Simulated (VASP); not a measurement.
# CdF2 (Fm-3m) in VASP: relaxation of cell and atoms with PBEsol

Aim: the relaxation of cell and atoms of CdF2 with PBEsol.

All numbers are computed with VASP 6.6.1; they aren't measurements. Logs are shortened: lines on timing, memory, paths and dates and some standing lists are left out, and cuts for length are marked.

### Step 1. The cell of the first run

It takes space group Fm-3m (No. 225, cubic). The conventional cell has a = 5.388 Å, b = 5.388 Å, c = 5.388 Å, α = 90.00°, β = 90.00°, γ = 90.00°. Cd (site symmetry m-3m) has 8 F at 2.33 Å within 3.1 Å. F (site symmetry -43m) has 4 Cd at 2.33 Å and 6 F at 2.69 Å within 3.1 Å.

### Step 2. Relaxation of cell and atoms, PBEsol

File INCAR:

```
SYSTEM = CdF2
ALGO     = Normal         ! electronic algorithm
EDIFF    = 1E-6           ! SCF threshold, eV
EDIFFG   = -0.002         ! ionic threshold
ENCUT    = 600            ! plane-wave cutoff, eV
GGA      = PS             ! functional
IBRION   = 2              ! ionic algorithm
ISIF     = 3              ! what is computed and relaxed
ISMEAR   = -1             ! smearing method
LASPH    = .TRUE.         ! aspherical terms in the spheres
LCHARG   = .FALSE.        ! write CHGCAR
LREAL    = .FALSE.        ! projectors in reciprocal space
LWAVE    = .FALSE.        ! write WAVECAR
NELM     = 100            ! most SCF steps
NSW      = 100            ! ionic steps
PREC     = Accurate       ! precision mode
SIGMA    = 0.1            ! smearing width, eV
```

File KPOINTS:

```
k-points
0
G
  14 14 14
  0 0 0
```

File POSCAR:

```
CdF2
1.0
    0.0000000000      2.6940000000      2.6940000000
    2.6940000000      0.0000000000      2.6940000000
    2.6940000000      2.6940000000      0.0000000000
Cd F
1 2
Direct
    0.0000000000      0.0000000000      0.0000000000
    0.2500000000      0.2500000000      0.2500000000
    0.7500000000      0.7500000000      0.7500000000
```

Potentials or basis: VASP PAW PBE potentials, release 64 (Cd, F).

The run is started by

```console
> cat potpaw_PBE.64/Cd/POTCAR potpaw_PBE.64/F/POTCAR > POTCAR
> mpirun -np 1 vasp_std > vasp.out
```

OUTCAR:

```text
SYSTEM = CdF2
   EDIFF = 1E-6
   EDIFFG = -0.002
   ENCUT = 600
   GGA = PS
   IBRION = 2
   ISIF = 3
   ISMEAR = -1
   LASPH = .TRUE.
   LREAL = .FALSE.
   NELM = 100
   NSW = 100
   PREC = Accurate

 ion  position               nearest neighbor table
   1  0.000  0.000  0.000-   3 2.33   3 2.33   3 2.33   2 2.33   3 2.33   2 2.33   2 2.33   2 2.33

   2  0.250  0.250  0.250-   1 2.33   1 2.33   1 2.33   1 2.33
   3  0.750  0.750  0.750-   1 2.33   1 2.33   1 2.33   1 2.33

  LATTYP: Found a face centered cubic cell.
 ALAT       =     5.3880000000

  Lattice vectors:

 A1 = (   0.0000000000,   2.6940000000,   2.6940000000)
 A2 = (   2.6940000000,   0.0000000000,   2.6940000000)
 A3 = (   2.6940000000,   2.6940000000,   0.0000000000)

Analysis of symmetry for initial positions (statically):
=====================================================================
 Subroutine PRICEL returns:
 Original cell was already a primitive cell.

 Routine SETGRP: Setting up the symmetry group for a
 face centered cubic supercell.

 Subroutine GETGRP returns: Found 48 space group operations
 (whereof 48 operations were pure point group operations)
 out of a pool of 48 trial point group operations.

The static configuration has the point symmetry O_h .

Analysis of symmetry for dynamics (positions and initial velocities):
=====================================================================
 Subroutine PRICEL returns:
 Original cell was already a primitive cell.

 Routine SETGRP: Setting up the symmetry group for a
 face centered cubic supercell.

 Subroutine GETGRP returns: Found 48 space group operations
 (whereof 48 operations were pure point group operations)
 out of a pool of 48 trial point group operations.

The dynamic configuration has the point symmetry O_h .

 Subroutine INISYM returns: Found 48 space group operations
 (whereof 48 operations are pure point group operations),
 and found     1 'primitive' translations

----------------------------------------------------------------------------------------

                                     Primitive cell

  volume of cell :      39.1041

  direct lattice vectors                    reciprocal lattice vectors
     0.000000000  2.694000000  2.694000000    -0.185597624  0.185597624  0.185597624
     2.694000000  0.000000000  2.694000000     0.185597624 -0.185597624  0.185597624
     2.694000000  2.694000000  0.000000000     0.185597624  0.185597624 -0.185597624

  length of vectors
     3.809891337  3.809891337  3.809891337     0.321464515  0.321464515  0.321464515

  position of ions in fractional coordinates (direct lattice)
     0.000000000  0.000000000  0.000000000
     0.250000000  0.250000000  0.250000000
     0.750000000  0.750000000  0.750000000

  ion indices of the primitive-cell ions
   primitive index   ion index
                 1           1
                 2           2
                 3           3

----------------------------------------------------------------------------------------

 KPOINTS: k-points

Automatic generation of k-mesh.
 Grid dimensions read from file:
 generate k-points for:   14   14   14

 Generating k-lattice:

  Cartesian coordinates                     Fractional coordinates (reciprocal lattice)
    -0.013256973  0.013256973  0.013256973     0.071428571  0.000000000  0.000000000
     0.013256973 -0.013256973  0.013256973     0.000000000  0.071428571  0.000000000
     0.013256973  0.013256973 -0.013256973     0.000000000  0.000000000  0.071428571

  Length of vectors
     0.022961751  0.022961751  0.022961751

  Shift w.r.t. Gamma in fractional coordinates (k-lattice)
     0.000000000  0.000000000  0.000000000

 Subroutine IBZKPT returns following result:
 ===========================================

 Found    104 irreducible k-points:

 Following reciprocal coordinates:
            Coordinates               Weight
  0.000000  0.000000  0.000000      1.000000
  0.071429  0.000000  0.000000      8.000000
  0.142857  0.000000  0.000000      8.000000
  0.214286  0.000000  0.000000      8.000000
  0.285714  0.000000  0.000000      8.000000
  0.357143  0.000000  0.000000      8.000000
[... 16 lines left out ...]
  0.214286  0.142857  0.000000     24.000000
  0.285714  0.142857  0.000000     24.000000
 [... further k-points ...]
   k-points           NKPTS =    104   k-points in BZ     NKDIM =    104   number of bands    NBANDS=     17
   number of dos      NEDOS =    301   number of ions     NIONS =      3
   total plane-waves  NPLWV =  27000
   dimension x,y,z NGX =    30 NGY =   30 NGZ =   30
   dimension x,y,z NGXF=    60 NGYF=   60 NGZF=   60
   ions per type =               1   2
   NGX,Y,Z   is equivalent  to a cutoff of  13.09, 13.09, 13.09 a.u.
   NGXF,Y,Z  is equivalent  to a cutoff of  26.18, 26.18, 26.18 a.u.
 SYSTEM =  CdF2
   PREC   = accura    normal or accurate (medium, high low for compatibility)
   ISTART =      0    job   : 0-new  1-cont  2-samecut
   ICHARG =      2    charge: 1-file 2-atom 10-const
   ISPIN  =      1    spin polarized calculation?
   LNONCOLLINEAR =      F non collinear calculations
   LSORBIT =      F    spin-orbit coupling
   LASPH  =      T    aspherical Exc in radial PAW
   ENCUT  =  600.0 eV  44.10 Ry    6.64 a.u.   7.61  7.61  7.61*2*pi/ulx,y,z
   NELM   =    100;   NELMIN=  2; NELMDL= -5     # of ELM steps
   EDIFF  = 0.1E-05   stopping-criterion for ELM
   LREAL  =      F    real-space projection
   EDIFFG = -.2E-02   stopping-criterion for IOM
   NSW    =    100    number of steps for IOM
   IBRION =      2    ionic relax: 0-MD 1-quasi-New 2-CG
   NFREE  =      1    steps in history (QN), initial steepest desc. (CG)
   ISIF   =      3    stress and relaxation
   ISYM   =      2    0-nonsym 1-usesym 2-fastsym
   POTIM  = 0.5000    time-step for ionic-motion
   TEBEG  =    0.0;   TEEND  =   0.0 temperature during run
   PSTRESS=    0.0 pullay stress
   NELECT =      26.0000    total number of electrons
   NUPDOWN=      -1.0000    fix difference up-down
   EMIN   =  10.00;   EMAX   =-10.00  energy-range for DOS
   EFERMI =   0.00;   METHOD = LEGACY
   ISMEAR =    -1;   SIGMA  =   0.10  broadening in eV -4-tet -1-fermi 0-gaus
   EFERMI_NEDOS =   21; number of points for ismear=-14 and -15
   IALGO  =     38    algorithm
   IMIX   =      4    mixing-type and parameters
     AMIX     =   0.40;   BMIX     =  1.00
     AMIX_MAG =   1.60;   BMIX_MAG =  1.00
  volume/ion in A,a.u.               =      13.03        87.96
  Fermi-wavevector in a.u.,A,eV,Ry     =   1.428867  2.700166 27.778468  2.041660
  Thomas-Fermi vector in A             =   2.548882
   LORBIT       =      0    0 simple, 1 ext, 2 COOP (PROOUT), +10 PAW based schemes
   GGA     = PS    functional components
   LHFCALC =     F    Hartree Fock is set to
   AEXX    =    0.0000 exact exchange contribution
   IVDW    =     0    specifies the selected vdW correction
   LEPSILON=     F    determine dielectric tensor
   LRPA    =     F    only Hartree local field effects (RPA)
 conjugate gradient relaxation of ions
 non-spin polarized calculation
  energy-cutoff  :      600.00
  volume of cell :       39.10
 maximum number of plane-waves:      1323
   NGX = 15   NGY = 15   NGZ = 15

--------------------------------------- Ionic step        1  -------------------------------------------

 number of electron      25.9999977 magnetization

 Free energy of the ion-electron system (eV)
  ---------------------------------------------------
  ext. energy  EPLUGINS =         0.00000000
  ---------------------------------------------------
  free energy    TOTEN  =       -11.59678359 eV

  energy without entropy =      -11.59678355  energy(sigma->0) =      -11.59678357

------------------------ aborting loop because EDIFF is reached ----------------------------------------

  FORCE on cell =-STRESS in cart. coord.  units (eV):
  Direction    XX          YY          ZZ          XY          YZ          ZX
  --------------------------------------------------------------------------------------
  -------------------------------------------------------------------------------------
  Total        0.0985009      0.0985009      0.0985009      0.0000000     -0.0000000     -0.0000000
  in kB        4.0357847      4.0357847      4.0357847      0.0000000     -0.0000000     -0.0000000
  external PRESSURE =       4.0357847 kB  Pullay stress =       0.0000000 kB
[... 59 lines left out ...]
  energy  without entropy=      -11.5969143126  energy(sigma->0) =      -11.59691433

--------------------------------------- Ionic step        3  -------------------------------------------

 number of electron      25.9999977 magnetization

 Free energy of the ion-electron system (eV)
  ---------------------------------------------------
  ext. energy  EPLUGINS =         0.00000000
  ---------------------------------------------------
  free energy    TOTEN  =       -11.59693815 eV

  energy without entropy =      -11.59693811  energy(sigma->0) =      -11.59693813

 E-fermi :   0.2351     XC(G=0): -10.6892

 val. band max:       -1.4749505736   @ k =  -0.2857   0.5000   0.2143
 cond. band min:       1.4226297814   @ k =   0.0000   0.0000   0.0000
 fundamental gap:      2.8975803549
 Fermi energy:         0.2350512963

 k-point     1 :       0.0000    0.0000    0.0000
  band No.  band energies     occupation
      1     -22.1695      2.00000
      2     -21.0429      2.00000
      3      -7.0871      2.00000
      4      -7.0871      2.00000
      5      -7.0871      2.00000
      6      -5.8491      2.00000
[... 9 lines left out ...]
     16      11.0166      0.00000
     17      11.0166      0.00000
[... 443 lines left out ...]
      1     -21.9537      2.00000
      2     -21.2301      2.00000
      3      -6.8171      2.00000
      4      -6.8153      2.00000
      5      -6.3922      2.00000
      6      -6.0659      2.00000
[... 9 lines left out ...]
     16      11.7700      0.00000
     17      11.8618      0.00000

 [... further k-points ...]
[... 5 lines left out ...]
  --------------------------------------------------------------------------------------
  -------------------------------------------------------------------------------------
  Total       -0.0010059     -0.0010059     -0.0010059      0.0000000     -0.0000000      0.0000000
  in kB       -0.0410781     -0.0410781     -0.0410781      0.0000000     -0.0000000      0.0000000
  external PRESSURE =      -0.0410781 kB  Pullay stress =       0.0000000 kB
[... 18 lines left out ...]
  FREE ENERGIE OF THE ION-ELECTRON SYSTEM (eV)
  ---------------------------------------------------
  free  energy   TOTEN  =       -11.5969381516 eV

  energy  without entropy=      -11.5969381082  energy(sigma->0) =      -11.59693813

 reached required accuracy - stopping structural energy minimisation
```

Wall time 83 s (1 thread of AMD EPYC 9R45 (Zen 5), shared host); peak memory 0.2 GiB.

What came out:

```yaml
Free_energy: -11.5969 eV
Relaxed_volume: 13.08 Å³/atom
Relaxed_cell: a = 3.814 Å, b = 3.814 Å, c = 3.814 Å, α = 60.00°, β = 60.00°, γ = 60.00°
Space_group_after_relaxing_to_0.1_Å: Fm-3m (No. 225)
Energy_gained_by_relaxing: 0.1 meV/atom
Ionic_steps: 3
Pressure_after_relaxing: 0.0 GPa
Band_gap_on_the_k_mesh: 2.90 eV (least direct gap 3.39 eV)
```

Step by step:
```tsv
step	energy change (eV)	largest force (eV/Å)	pressure (GPa)	volume (Å³)
1	0.0000	0.0000	0.40	39.10
2	-0.0001	0.0000	-0.16	39.29
3	-0.0002	0.0000	0.00	39.23
```

Final structure:
```
CELL_PARAMETERS angstrom
0.00000 2.69697 2.69697
2.69697 0.00000 2.69697
2.69697 2.69697 0.00000
ATOMIC_POSITIONS crystal
Cd 0.00000 0.00000 0.00000
F 0.25000 0.25000 0.25000
F 0.75000 0.75000 0.75000
```

Levels at points of the mesh, in eV from the valence-band top:
| k point | band 9 | band 10 | band 11 | band 12 | band 13 | band 14 | band 15 | band 16 | band 17 |
| --- | --- | --- | --- | --- | --- | --- | --- | --- | --- |
| (0.00, 0.00, 0.00) | -0.98 | -0.98 | -0.49 | -0.49 | -0.49 | 2.90 | 12.49 | 12.49 | 12.49 |
| (0.50, 0.00, 0.00) | -2.31 | -1.86 | -1.86 | -0.39 | -0.39 | 7.04 | 8.97 | 14.29 | 14.29 |
| (0.50, 0.50, 0.00) | -2.99 | -2.99 | -0.50 | -0.09 | -0.09 | 7.86 | 9.45 | 11.69 | 14.09 |

Caveat: the PAW data sets were made with another functional, which shifts forces and pressure a little.
